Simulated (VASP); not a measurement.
BAs, 2 atoms in the cell. It takes space group F-43m (No. 216, cubic). Conventional cell: a = 4.629 Å, b = 4.629 Å, c = 4.629 Å, α = 90.00°, β = 90.00°, γ = 90.00°. Within 2.7 Å of B (site symmetry -43m) lie 4 As at 2.00 Å. As (site symmetry -43m) has 4 B at 2.00 Å within 2.7 Å.  This cell differs from its parent crystal: strain -3.2%.

| Property | Result |
| --- | --- |
| Program | VASP 6.6.1 |
| Task | single point |
| Functional | HSE06 |
| Potentials or basis | VASP PAW PBE potentials, release 64 (B, As) |
| Cutoff | 520 eV |
| k mesh | 6 × 6 × 6 |
| Occupations | gaussian, width 0.01 eV |
| Spin | no spin polarisation |
| Dipole correction | no |
| Grid for exact exchange (PRECFOCK) | Normal |
| Further INCAR settings | ALGO = Normal; EDIFF = 1e-06; NBANDS = 11 |
| Share of exact exchange | 0.25 |
| Screening parameter | 0.2079 1/Å |

Potentials or basis: VASP PAW PBE potentials, release 64 (B, As).

The run is started by

```console
$ cat potpaw_PBE.64/B/POTCAR potpaw_PBE.64/As/POTCAR > POTCAR
$ cp INCAR.step1 INCAR
$ mpirun -np 1 vasp_std > vasp.out
$ cp INCAR.step2 INCAR
$ mpirun -np 1 vasp_std > vasp.out
```

Hardware: 1 thread of Intel(R) Xeon(R) Platinum 8259CL CPU @ 2.50GHz (Skylake/Cascade Lake), on a shared host.

**Question.** Estimate the wall time of this run.

**Answer.** Wall time 13 min on 1 thread of Intel(R) Xeon(R) Platinum 8259CL CPU @ 2.50GHz (Skylake/Cascade Lake), on a shared host, peak memory 0.25 GiB. Counts: k points 16.
